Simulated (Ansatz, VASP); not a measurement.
Si8S: VASP beside Ansatz

INCAR

```
SYSTEM = Si8S
ALGO = Normal
DIPOL = 0.5 0.5 0.317
EDIFF = 1E-7
ENCUT = 520
GGA = PE
IDIPOL = 3
ISIF = 2
ISMEAR = 0
ISPIN = 2
IVDW = 12
LASPH = .True.
LCHARG = .False.
LDIPOL = .True.
LORBIT = 11
LREAL = .False.
LWAVE = .False.
MAGMOM = 0 0 0 0 0 0 0 0 2
NBANDS = 33
NELM = 150
PREC = Accurate
SIGMA = 0.05
```

Contents of KPOINTS:

```
k-points
0
Gamma
  7 4 1
  0 0 0
```

POSCAR

```
Si8S
1.0
    3.8155170197      0.0000000000      0.0000000000
    0.0000000000      6.3129357895      0.0000000000
    0.0000000000      0.0000000000     21.2318711397
Si S
8 1
Direct
    0.0000000000      0.9369021388      0.1883960191
    0.0000000000      0.5630978612      0.1883960191
    0.5000000000      0.4369021388      0.2402729771
    0.5000000000      0.0630978612      0.2402729771
    0.5000000000      0.9332664454      0.3446595292
    0.5000000000      0.5667335546      0.3446595292
    0.0000000000      0.4266292815      0.3877129380
    0.0000000000      0.0733707185      0.3877129380
    0.5000000000      0.9266292815      0.5290099523
```

Input for Ansatz:

```yaml
crystal:
  lattice:
    - [3.8155170197, 0.0, 0.0]
    - [0.0, 6.3129357895, 0.0]
    - [0.0, 0.0, 21.2318711397]
  atoms:
    - { symbol: Si, position: [0.0, 0.9369021388, 0.1883960191] }
    - { symbol: Si, position: [0.0, 0.5630978612, 0.1883960191] }
    - { symbol: Si, position: [0.5, 0.4369021388, 0.2402729771] }
    - { symbol: Si, position: [0.5, 0.0630978612, 0.2402729771] }
    - { symbol: Si, position: [0.5, 0.9332664454, 0.3446595292] }
    - { symbol: Si, position: [0.5, 0.5667335546, 0.3446595292] }
    - { symbol: Si, position: [0.0, 0.4266292815, 0.387712938] }
    - { symbol: Si, position: [0.0, 0.0733707185, 0.387712938] }
    - { symbol: S, position: [0.5, 0.9266292815, 0.5290099523], spin: 2.0 }
basis:
  ecutwfc: 420
kpoints:
  mp_grid: { grid: [7, 4, 1] }
hamiltonian:
  xc: pbe
  pseudopotentials: { kind: paw, azcp: { folder: soft_1 } }
  dispersion: d3bj
scf:
  occupations: { method: gaussian, width: 0.05 }
output:
  forces: true
  eigenvalues: true
  populations: true
magnetization:
  spin_polarized: true
efield:
  axis: 3
  dipole_correction: true
  ramp_width: 0.04
```

Alike in both runs: task single point; functional PBE; dispersion D3(BJ); k mesh 7 × 4 × 1; occupations gaussian, width 0.05 eV; collinear spin.

```csv
,VASP,Ansatz
version,VASP 6.6.1,Ansatz 0.2.0
potentials or method,"VASP PAW PBE potentials, release 64 (Si, S), cutoff 520 eV","scalar-relativistic, plane waves, PAW"
valence electrons in the cell,38,38
```

Ansatz gave:

| Item | Value |
| --- | --- |
| gap on the k mesh at the Fermi level (eV) | none |
| rms of the force components (eV/Å) | 0.379 |
| net moment per atom (μB) | 0.17 |
| size of the moment on the site where the two differ most (μB) | 1.48 |

Estimate VASP's values.

gap on the k mesh at the Fermi level (eV): none; rms of the force components (eV/Å): 0.377; net moment per atom (μB): 0.17; size of the moment on the site where the two differ most (μB): 0.93.

Site moments also hang on the region over which each program counts them. Atom by atom the forces differ by 0.004 eV/Å (rms over components). A gap of «none» marks a metal or a gap that the smearing closes.
